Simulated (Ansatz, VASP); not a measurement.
# SiC in VASP and in Ansatz

The input INCAR:

```
SYSTEM = SiC
PREC = Accurate
ENCUT = 600
EDIFF = 1E-7
ISMEAR = -1
SIGMA = 0.05
LREAL = .False.
LASPH = .True.
NELM = 120
ALGO = Normal
ISIF = 3
LWAVE = .False.
LCHARG = .False.
GGA = RE
IVDW = 13
IBRION = 2
NSW = 80
EDIFFG = -0.01
GGA_COMPAT = .False.
NELMIN = 4
```

KPOINTS

```
Automatic mesh
0
Gamma
  10 10 10
  0 0 0
```

The input POSCAR:

```
SiC
1.0
    0.0000000000      2.1790000000      2.1790000000
    2.1790000000      0.0000000000      2.1790000000
    2.1790000000      2.1790000000      0.0000000000
Si C
1 1
Direct
    0.0000000000      0.0000000000      0.0000000000
    0.7500000000      0.7500000000      0.7500000000
```

File input.yaml:

```yaml
crystal:
  lattice:
    - [0.0, 2.179, 2.179]
    - [2.179, 0.0, 2.179]
    - [2.179, 2.179, 0.0]
  atoms:
    - { symbol: Si, position: [0.0, 0.0, 0.0] }
    - { symbol: C, position: [0.75, 0.75, 0.75] }
kpoints:
  mp_grid: { grid: [10, 10, 10] }
scf:
  occupations: { method: fermi_dirac, width: 0.05 }
hamiltonian:
  xc: revpbe
  dispersion: d4
  pseudopotentials: { kind: all_electron, lapw: { basis_error: 0.001 } }
output:
  forces: true
  stress: true
relax:
  f_tol: 0.01
  max_steps: 60
  cell: {}
```

Alike in both runs: task relaxation of cell and atoms; functional revPBE; dispersion D4; k mesh 10 × 10 × 10; occupations fermi-dirac, width 0.05 eV; no spin polarisation.

|  | VASP | Ansatz |
| --- | --- | --- |
| version | VASP 6.6.1 | Ansatz 0.2.0 |
| potentials or method | VASP PAW PBE potentials, release 64 (Si, C), cutoff 600 eV | all-electron LAPW, scalar-relativistic |

```tsv
	VASP	Ansatz	Ansatz less VASP
relaxed volume (Å³/atom)	10.16	10.19	+0.027
relaxed cell length with the largest relative difference (Å)	3.063	3.066	+0.0028
```

VASP's potentials were made for PBE, not for revPBE. Ansatz ran all-electron here, and VASP with PAW potentials.
